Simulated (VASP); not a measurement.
# Ti6H in VASP: further runs

Ti6H is run at these levels: PBE; tasks: single point.

Program: VASP 6.6.1. These are calculated values, not measurements. Logs are shortened: lines on timing, memory, paths and dates and some standing lists are left out, and cuts for length are marked.

### 1 The cell of the first run

The cell holds a slab with vacuum, 14 atoms: a = 5.664 Å, b = 4.579 Å, c = 24.551 Å, α = 90.00°, β = 90.00°, γ = 90.00°.

### 2 Single point, PBE

File INCAR:

```
SYSTEM = Ti6H
ALGO     = Normal         ! electronic algorithm
DIPOL    = 0.5 0.5 0.326
EDIFF    = 1E-7           ! SCF threshold, eV
ENCUT    = 520            ! plane-wave cutoff, eV
GGA      = PE             ! functional
IDIPOL   = 3            
ISIF     = 2              ! what is computed and relaxed
ISMEAR   = 0              ! smearing method
LASPH    = .True.         ! aspherical terms in the spheres
LCHARG   = .False.        ! write CHGCAR
LDIPOL   = .True.       
LREAL    = .False.        ! projectors in reciprocal space
LWAVE    = .False.        ! write WAVECAR
NBANDS   = 86             ! bands
NELM     = 100            ! most SCF steps
PREC     = Accurate       ! precision mode
SIGMA    = 0.1            ! smearing width, eV
```

File KPOINTS:

```
k-points
0
Gamma
  5 6 1
  0 0 0
```

File POSCAR:

```
Ti6H
1.0
    5.6639455763      0.0000000000      0.0000000000
    0.0000000000      4.5793473381      0.0000000000
    0.0000000000      0.0000000000     24.5506933039
Ti H
12 2
Direct
    0.2500000000      0.0000000000      0.1629281891
    0.7500000000      0.0000000000      0.1629281891
    0.0000000000      0.5000000000      0.2167736627
    0.5000000000      0.5000000000      0.2167736627
    0.2500000000      0.0000000000      0.2706191363
    0.7500000000      0.0000000000      0.2706191363
    0.2500000000      0.5000000000      0.3256599435
    0.7500000000      0.5000000000      0.3256599435
    0.0000000000      0.0000000000      0.3779650127
    0.5000000000      0.0000000000      0.3779650127
    0.2500000000      0.5000000000      0.4297513383
    0.7500000000      0.5000000000      0.4297513383
   -0.1042559453      0.0000000000      0.5002177801
    0.1042559453      0.0000000000      0.5002177801
```

Potentials or basis: VASP PAW PBE potentials, release 64 (Ti_sv, H).

Started as:

```
$ cat potpaw_PBE.64/Ti_sv/POTCAR potpaw_PBE.64/H/POTCAR > POTCAR
$ mpirun -np 1 vasp_std > vasp.out
```

OUTCAR:

```text
SYSTEM = Ti6H
   EDIFF = 1E-7
   ENCUT = 520
   GGA = PE
   ISIF = 2
   ISMEAR = 0
   LASPH = .True.
   LREAL = .False.
   NELM = 100
   PREC = Accurate

 ion  position               nearest neighbor table
   1  0.250  0.000  0.163-   5 2.64   2 2.83   2 2.83
   2  0.750  0.000  0.163-   6 2.64   1 2.83   1 2.83
   3  0.000  0.500  0.217-   4 2.83   4 2.83
   4  0.500  0.500  0.217-   3 2.83   3 2.83
   5  0.250  0.000  0.271-   1 2.64   7 2.66   7 2.66   6 2.83   6 2.83
   6  0.750  0.000  0.271-   2 2.64   8 2.66   8 2.66   5 2.83   5 2.83
   7  0.250  0.500  0.326-  11 2.56   5 2.66   5 2.66   8 2.83   8 2.83
   8  0.750  0.500  0.326-  12 2.56   6 2.66   6 2.66   7 2.83   7 2.83
   9  0.000  0.000  0.378-  10 2.83  10 2.83
  10  0.500  0.000  0.378-   9 2.83   9 2.83
  11  0.250  0.500  0.430-   7 2.56  12 2.83  12 2.83
  12  0.750  0.500  0.430-   8 2.56  11 2.83  11 2.83
  13  0.896  0.000  0.500-
  14  0.104  0.000  0.500-

  LATTYP: Found a simple orthorhombic cell.
 ALAT       =     4.5793473381
 B/A-ratio  =     1.2368455935
 C/A-ratio  =     5.3611773668

  Lattice vectors:

 A1 = (   0.0000000000,  -4.5793473381,   0.0000000000)
 A2 = (   5.6639455763,   0.0000000000,   0.0000000000)
 A3 = (   0.0000000000,   0.0000000000,  24.5506933039)

Analysis of symmetry for initial positions (statically):
=====================================================================
 Subroutine PRICEL returns:
 Original cell was already a primitive cell.

 Routine SETGRP: Setting up the symmetry group for a
 simple orthorhombic supercell.

 Subroutine GETGRP returns: Found  4 space group operations
 (whereof  4 operations were pure point group operations)
 out of a pool of  8 trial point group operations.

The static configuration has the point symmetry C_2v.

Analysis of symmetry for dynamics (positions and initial velocities):
=====================================================================
 Subroutine PRICEL returns:
 Original cell was already a primitive cell.

 Routine SETGRP: Setting up the symmetry group for a
 simple orthorhombic supercell.

 Subroutine GETGRP returns: Found  4 space group operations
 (whereof  4 operations were pure point group operations)
 out of a pool of  8 trial point group operations.

The dynamic configuration has the point symmetry C_2v.

 Subroutine INISYM returns: Found  4 space group operations
 (whereof  4 operations are pure point group operations),
 and found     1 'primitive' translations

----------------------------------------------------------------------------------------

                                     Primitive cell

  volume of cell :     636.7756

  direct lattice vectors                    reciprocal lattice vectors
     5.663945576  0.000000000  0.000000000     0.176555369  0.000000000  0.000000000
     0.000000000  4.579347338  0.000000000     0.000000000  0.218371730  0.000000000
     0.000000000  0.000000000 24.550693304     0.000000000  0.000000000  0.040732047

  length of vectors
     5.663945576  4.579347338 24.550693304     0.176555369  0.218371730  0.040732047

  position of ions in fractional coordinates (direct lattice)
     0.250000000  0.000000000  0.162928189
     0.750000000  0.000000000  0.162928189
     0.000000000  0.500000000  0.216773663
     0.500000000  0.500000000  0.216773663
     0.250000000  0.000000000  0.270619136
     0.750000000  0.000000000  0.270619136
     0.250000000  0.500000000  0.325659943
     0.750000000  0.500000000  0.325659943
     0.000000000  0.000000000  0.377965013
     0.500000000  0.000000000  0.377965013
     0.250000000  0.500000000  0.429751338
     0.750000000  0.500000000  0.429751338
     0.895744055  0.000000000  0.500217780
     0.104255945  0.000000000  0.500217780

  ion indices of the primitive-cell ions
   primitive index   ion index
                 1           1
                 2           2
                 3           3
[... 26 lines left out ...]

  Length of vectors
     0.035311074  0.036395288  0.040732047

  Shift w.r.t. Gamma in fractional coordinates (k-lattice)
     0.000000000  0.000000000  0.000000000

 Subroutine IBZKPT returns following result:
 ===========================================

 Found     12 irreducible k-points:

 Following reciprocal coordinates:
            Coordinates               Weight
  0.000000  0.000000  0.000000      1.000000
  0.200000  0.000000  0.000000      2.000000
  0.400000  0.000000  0.000000      2.000000
  0.000000  0.166667  0.000000      2.000000
  0.200000  0.166667  0.000000      4.000000
  0.400000  0.166667  0.000000      4.000000
  0.000000  0.333333  0.000000      2.000000
  0.200000  0.333333  0.000000      4.000000
  0.400000  0.333333  0.000000      4.000000
  0.000000  0.500000  0.000000      1.000000
  0.200000  0.500000  0.000000      2.000000
  0.400000  0.500000  0.000000      2.000000
   k-points           NKPTS =     12   k-points in BZ     NKDIM =     12   number of bands    NBANDS=     86
   number of dos      NEDOS =    301   number of ions     NIONS =     14
   total plane-waves  NPLWV = 290304
   dimension x,y,z NGX =    42 NGY =   36 NGZ =  192
   dimension x,y,z NGXF=    84 NGYF=   72 NGZF=  384
   ions per type =              12   2
   NGX,Y,Z   is equivalent  to a cutoff of  12.33, 13.07, 13.00 a.u.
   NGXF,Y,Z  is equivalent  to a cutoff of  24.66, 26.14, 26.00 a.u.
 SYSTEM =  Ti6H
   PREC   = accura    normal or accurate (medium, high low for compatibility)
   ISTART =      0    job   : 0-new  1-cont  2-samecut
   ICHARG =      2    charge: 1-file 2-atom 10-const
   ISPIN  =      1    spin polarized calculation?
   LNONCOLLINEAR =      F non collinear calculations
   LSORBIT =      F    spin-orbit coupling
   LASPH  =      T    aspherical Exc in radial PAW
   ENCUT  =  520.0 eV  38.22 Ry    6.18 a.u.  10.53  8.51 45.65*2*pi/ulx,y,z
   NELM   =    100;   NELMIN=  2; NELMDL= -5     # of ELM steps
   EDIFF  = 0.1E-06   stopping-criterion for ELM
   LREAL  =      F    real-space projection
   EDIFFG = 0.1E-05   stopping-criterion for IOM
   NSW    =      0    number of steps for IOM
   IBRION =     -1    ionic relax: 0-MD 1-quasi-New 2-CG
   NFREE  =      0    steps in history (QN), initial steepest desc. (CG)
   ISIF   =      2    stress and relaxation
   ISYM   =      2    0-nonsym 1-usesym 2-fastsym
   POTIM  = 0.5000    time-step for ionic-motion
   TEBEG  =    0.0;   TEEND  =   0.0 temperature during run
   PSTRESS=    0.0 pullay stress
   NELECT =     146.0000    total number of electrons
   NUPDOWN=      -1.0000    fix difference up-down
   EMIN   =  10.00;   EMAX   =-10.00  energy-range for DOS
   EFERMI =   0.00;   METHOD = LEGACY
   ISMEAR =     0;   SIGMA  =   0.10  broadening in eV -4-tet -1-fermi 0-gaus
   EFERMI_NEDOS =   21; number of points for ismear=-14 and -15
   IALGO  =     38    algorithm
   IMIX   =      4    mixing-type and parameters
     AMIX     =   0.40;   BMIX     =  1.00
     AMIX_MAG =   1.60;   BMIX_MAG =  1.00
  volume/ion in A,a.u.               =      45.48       306.94
  Fermi-wavevector in a.u.,A,eV,Ry     =   1.001991  1.893488 13.660047  1.003985
  Thomas-Fermi vector in A             =   2.134449
   LORBIT       =      0    0 simple, 1 ext, 2 COOP (PROOUT), +10 PAW based schemes
   GGA     = PE    functional components
   LHFCALC =     F    Hartree Fock is set to
   AEXX    =    0.0000 exact exchange contribution
   IVDW    =     0    specifies the selected vdW correction
   LEPSILON=     F    determine dielectric tensor
   LRPA    =     F    only Hartree local field effects (RPA)
 non-spin polarized calculation
 Gauss-broadening in eV      SIGMA  =   0.10
  energy-cutoff  :      520.00
  volume of cell :      636.78
 maximum number of plane-waves:     17211
 NGX is ok and might be reduce to    42
   NGX = 21   NGY = 17   NGZ = 91

 dipolmoment           0.000000      0.000000     -0.005603 electrons x Angstroem

 number of electron     146.0000058 magnetization

 dipolmoment           0.000000      0.000000      0.022549 electrons x Angstroem

 Free energy of the ion-electron system (eV)
  ---------------------------------------------------
  ext. energy  EPLUGINS =         0.00000000
  ---------------------------------------------------
  free energy    TOTEN  =       -92.30695328 eV

  energy without entropy =      -92.20868030  energy(sigma->0) =      -92.25781679

 E-fermi :   0.5319     XC(G=0):  -4.7959

 val. band max:        0.5266120789   @ k =   0.0000   0.3333   0.0000
 cond. band min:       0.5502278504   @ k =   0.4000   0.1667   0.0000
 fundamental gap:      0.0236157715
 Fermi energy:         0.5318681077

 k-point     1 :       0.0000    0.0000    0.0000
  band No.  band energies     occupation
      1     -56.4423      2.00000
      2     -56.4129      2.00000
      3     -56.3814      2.00000
      4     -56.3471      2.00000
      5     -56.3225      2.00000
      6     -56.3145      2.00000
[... 1045 lines left out ...]
     84       1.1060      0.00000
     85       1.1301      0.00000
 [bands above 85 left out]

------------------------ aborting loop because EDIFF is reached ----------------------------------------

 vacuum level on the upper side and lower side of the slab       (xc-potential included)         0.068        -0.086

  FORCE on cell =-STRESS in cart. coord.  units (eV):
  Direction    XX          YY          ZZ          XY          YZ          ZX
  --------------------------------------------------------------------------------------
  -------------------------------------------------------------------------------------
  Total       -9.2786382    -11.5181437     -3.6749873      0.0000000      0.0000000      0.0000000
  in kB      -23.3457808    -28.9805522     -9.2465560      0.0000000      0.0000000      0.0000000
  external PRESSURE =     -20.5242963 kB  Pullay stress =       0.0000000 kB

 VOLUME and BASIS-vectors are now :
 -----------------------------------------------------------------------------
  energy-cutoff  :      520.00
  volume of cell :      636.78
      direct lattice vectors                 reciprocal lattice vectors
     5.663945576  0.000000000  0.000000000     0.176555369  0.000000000  0.000000000
     0.000000000  4.579347338  0.000000000     0.000000000  0.218371730  0.000000000
     0.000000000  0.000000000 24.550693304     0.000000000  0.000000000  0.040732047

 POSITION                                       TOTAL-FORCE (eV/Angst)
 -----------------------------------------------------------------------------------
      1.41599      0.00000      4.00000        -0.002991     -0.000000      0.412046
      4.24796      0.00000      4.00000         0.002991     -0.000000      0.412046
      0.00000      2.28967      5.32194         0.000000     -0.000000     -0.057727
      2.83197      2.28967      5.32194         0.000000     -0.000000     -0.033946
      1.41599      0.00000      6.64389         0.026622      0.000000     -0.365021
      4.24796      0.00000      6.64389        -0.026622     -0.000000     -0.365021
      1.41599      2.28967      7.99518        -0.007472     -0.000000      0.058676
      4.24796      2.28967      7.99518         0.007472     -0.000000      0.058676
      0.00000      0.00000      9.27930         0.000000     -0.000000      0.266174
      2.83197      0.00000      9.27930         0.000000     -0.000000      0.002957
      1.41599      2.28967     10.55069         0.113199     -0.000000      0.058914
      4.24796      2.28967     10.55069        -0.113199     -0.000000      0.058914
      5.07345      0.00000     12.28069         2.919210     -0.000000     -0.253344
      0.59050      0.00000     12.28069        -2.919210     -0.000000     -0.253344
 -----------------------------------------------------------------------------------
    total drift:                                0.000000      0.000000     -0.000211

  FREE ENERGIE OF THE ION-ELECTRON SYSTEM (eV)
  ---------------------------------------------------
  free  energy   TOTEN  =       -92.3069532760 eV

  energy  without entropy=      -92.2086803002  energy(sigma->0) =      -92.25781679

 vacuum level on the upper side and lower side of the slab         4.077         3.918
```

It took 29 min on 1 thread of Intel Xeon 6975P-C (Granite Rapids), shared host; peak memory 0.88 GiB.

Results:

```yaml
Free_energy: -92.3070 eV
Largest_force: 2.930 eV/Å
Band_gap_on_the_k_mesh: zero (bands 73 and 74 overlap by 0.12 eV)
```

Forces in eV/Å, atoms in the order of the input:
```
Ti  -0.003  0.000  0.412
Ti   0.003  0.000  0.412
Ti   0.000  0.000 -0.058
Ti   0.000  0.000 -0.034
Ti   0.027  0.000 -0.365
Ti  -0.027  0.000 -0.365
Ti  -0.007  0.000  0.059
Ti   0.007  0.000  0.059
Ti   0.000  0.000  0.266
Ti   0.000  0.000  0.003
Ti   0.113  0.000  0.059
Ti  -0.113  0.000  0.059
H    2.919  0.000 -0.253
H   -2.919  0.000 -0.253
```

### 3 Single point, PBE

File INCAR:

```
SYSTEM = Ti6H
PREC = Accurate
ENCUT = 520
EDIFF = 1E-7
ISMEAR = 0
SIGMA = 0.1
LREAL = .FALSE.
LASPH = .TRUE.
NELM = 100
ALGO = Normal
ISIF = 2
LWAVE = .FALSE.
LCHARG = .TRUE.
LDIPOL = .TRUE.
IDIPOL = 3
DIPOL = 0.5 0.5 0.328
GGA = PE
LELF = .TRUE.
LVHAR = .TRUE.
LVACPOTAV = .TRUE.
NBANDS = 86
```

File KPOINTS:

```
Automatic mesh
0
G
  5 6 1
  0 0 0
```

POSCAR, as its differences from that of step 2:

```diff
@@ -20,3 +20,3 @@
     0.7500000000      0.5000000000      0.4297513383
-   -0.1042559453      0.0000000000      0.5002177801
-    0.1042559453      0.0000000000      0.5002177801
+   -0.1042559453      0.0000000000      0.5132520352
+    0.1042559453      0.0000000000      0.5132520352
```

Potentials or basis: VASP PAW PBE potentials, release 64 (Ti_sv, H).

Started as:

```
$ cat potpaw_PBE.64/Ti_sv/POTCAR potpaw_PBE.64/H/POTCAR > POTCAR
$ mpirun -np 1 vasp_std > vasp.out
```

Wall time 34 min (1 thread of Intel Xeon 6975P-C (Granite Rapids), shared host); peak memory 0.85 GiB.

It converged, with:

| Item | Value |
| --- | --- |
| Free energy | -92.2092 eV |
| Largest force | 3.622 eV/Å |
| Band gap on the k mesh | zero (bands 73 and 74 overlap by 0.13 eV) |

Forces in eV/Å, atoms in the order of the input:
```
Ti   0.001  0.000  0.398
Ti  -0.001  0.000  0.398
Ti   0.000  0.000 -0.033
Ti   0.000  0.000 -0.021
Ti   0.024  0.000 -0.361
Ti  -0.024  0.000 -0.361
Ti   0.002  0.000  0.024
Ti  -0.002  0.000  0.024
Ti   0.000  0.000  0.032
Ti   0.000  0.000  0.014
Ti   0.087  0.000  0.018
Ti  -0.087  0.000  0.018
H    3.622  0.000 -0.075
H   -3.622  0.000 -0.075
```

Levels at points of the mesh, in eV from the Fermi level:
| k point | band 70 | band 71 | band 72 | band 73 | band 74 | band 75 | band 76 | band 77 |
| --- | --- | --- | --- | --- | --- | --- | --- | --- |
| (0.00, 0.00, 0.00) | -0.60 | -0.40 | -0.16 | -0.03 | 0.05 | 0.06 | 0.22 | 0.26 |
| (0.00, 0.50, 0.00) | -0.25 | -0.24 | -0.18 | -0.17 | 0.23 | 0.29 | 0.35 | 0.44 |

### 4 Single point, PBE

File INCAR:

```
ALGO     = Normal         # electronic algorithm
DIPOL    = 0.5 0.5 0.323
EDIFF    = 1E-6           # SCF threshold, eV
ENCUT    = 520            # plane-wave cutoff, eV
GGA      = PE             # functional
IDIPOL   = 3            
ISIF     = 2              # what is computed and relaxed
ISMEAR   = 0              # smearing method
LASPH    = True           # aspherical terms in the spheres
LCHARG   = True           # write CHGCAR
LDIPOL   = True         
LELF     = True           # ELF
LREAL    = False          # projectors in reciprocal space
LVACPOTAV= True         
LVHAR    = True         
LWAVE    = False          # write WAVECAR
NBANDS   = 86             # bands
NELM     = 100            # most SCF steps
PREC     = Accurate       # precision mode
SIGMA    = 0.1            # smearing width, eV
```

File KPOINTS:

```
k-points
0
Gamma
  5 6 1
```

POSCAR, as its differences from that of step 3:

```diff
@@ -20,3 +20,3 @@
     0.7500000000      0.5000000000      0.4297513383
-   -0.1042559453      0.0000000000      0.5132520352
-    0.1042559453      0.0000000000      0.5132520352
+   -0.1319751382      0.0000000000      0.4741492698
+    0.1319751382      0.0000000000      0.4741492698
```

Started as:

```
$ cat potpaw_PBE.64/Ti_sv/POTCAR potpaw_PBE.64/H/POTCAR > POTCAR
$ mpirun -np 1 vasp_std > vasp.out
```

Wall time 50 min (1 thread of Intel Xeon Platinum 8259CL at 2.50GHz (Skylake/Cascade Lake), shared host); peak memory 0.88 GiB.

Results (log left out):

| Quantity | Value |
| --- | --- |
| Free energy | -92.8840 eV |
| Largest force | 1.561 eV/Å |
| Band gap on the k mesh | zero (bands 73 and 74 overlap by 0.14 eV) |

Forces in eV/Å, atoms in the order of the input:
```
Ti  -0.006  0.000  0.466
Ti   0.006  0.000  0.466
Ti   0.000  0.000 -0.060
Ti   0.000  0.000 -0.064
Ti   0.020  0.000 -0.393
Ti  -0.020  0.000 -0.393
Ti  -0.023  0.000  0.066
Ti   0.023  0.000  0.066
Ti   0.000  0.000  1.561
Ti   0.000  0.000  0.120
Ti   0.034  0.000  0.305
Ti  -0.034  0.000  0.305
H   -0.003  0.000 -1.222
H    0.003  0.000 -1.222
```

Levels at points of the mesh, in eV from the Fermi level:
```csv
k point,band 71,band 72,band 73,band 74,band 75,band 76
"(0.00, 0.00, 0.00)",-0.44,-0.16,-0.05,0.03,0.07,0.27
"(0.00, 0.50, 0.00)",-0.25,-0.17,0.06,0.08,0.24,0.28
```

[end of part 1 of 2]
